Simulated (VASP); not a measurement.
Wanted: the native input for a VASP 6.6.1 run.

```yaml
Task: single point
Functional: PBEsol
Dispersion: D4
Potentials_or_basis: VASP PAW PBE potentials, release 64 (Si, O)
Cutoff: 520 eV
k_mesh: 7 × 7 × 7
Occupations: fermi-dirac, width 0.05 eV
Spin: no spin polarisation
Dipole_correction: no
Further_INCAR_settings: ALGO = Normal; EDIFF = 1e-07; NBANDS = 44
```

The structure of SiO2 lies in POSCAR:

```
SiO2
1.0
    0.0000000000      4.7224537872      7.3795993287
    2.3608446899      0.0000000000      7.3795993287
    2.3608446899      4.7224537872      0.0000000000
Si O
4 8
Direct
    0.9369833867      0.9369833867      0.5630166133
    0.6869833867      0.6869833867      0.3130166133
    0.3130166133      0.3130166133      0.6869833867
    0.5630166133      0.5630166133      0.9369833867
    0.0651191092      0.4348808908      0.0651191092
    0.4348808908      0.0651191092      0.4348808908
    0.8151191092      0.1848808908      0.8151191092
    0.1848808908      0.8151191092      0.1848808908
    0.1250000000      0.6250000000      0.6250000000
    0.6250000000      0.6250000000      0.6250000000
    0.6250000000      0.6250000000      0.1250000000
    0.6250000000      0.1250000000      0.6250000000
```

These files were run (other wordings do the same):

INCAR

```
PREC     = Accurate       # precision mode
ENCUT    = 520            # plane-wave cutoff, eV
EDIFF    = 1E-7           # SCF threshold, eV
ISMEAR   = -1             # smearing method
SIGMA    = 0.05           # smearing width, eV
LREAL    = False          # projectors in reciprocal space
LASPH    = True           # aspherical terms in the spheres
NELM     = 100            # most SCF steps
ALGO     = Normal         # electronic algorithm
ISIF     = 2              # what is computed and relaxed
LWAVE    = False          # write WAVECAR
LCHARG   = False          # write CHGCAR
GGA      = PS             # functional
IVDW     = 13             # dispersion correction
NBANDS   = 44             # bands
```

KPOINTS

```
Automatic mesh
0
Gamma
  7 7 7
```

Potentials or basis: VASP PAW PBE potentials, release 64 (Si, O).

The run is started by

```sh
$ cat potpaw_PBE.64/Si/POTCAR potpaw_PBE.64/O/POTCAR > POTCAR
$ mpirun -np 1 vasp_std > vasp.out
```

Results of the run:

The pressure is 0.6 GPa and the largest force is 0.031 eV/Å. The band gap on the k mesh is 5.66 eV and the dispersion energy per atom is -0.093 eV.

Caveat: the PAW data sets were made with another functional, which shifts forces and pressure a little.

Run time: 20 min on 1 thread of Oxide Virtual Turin-like Processor, on a shared host, peak memory 0.55 GiB.
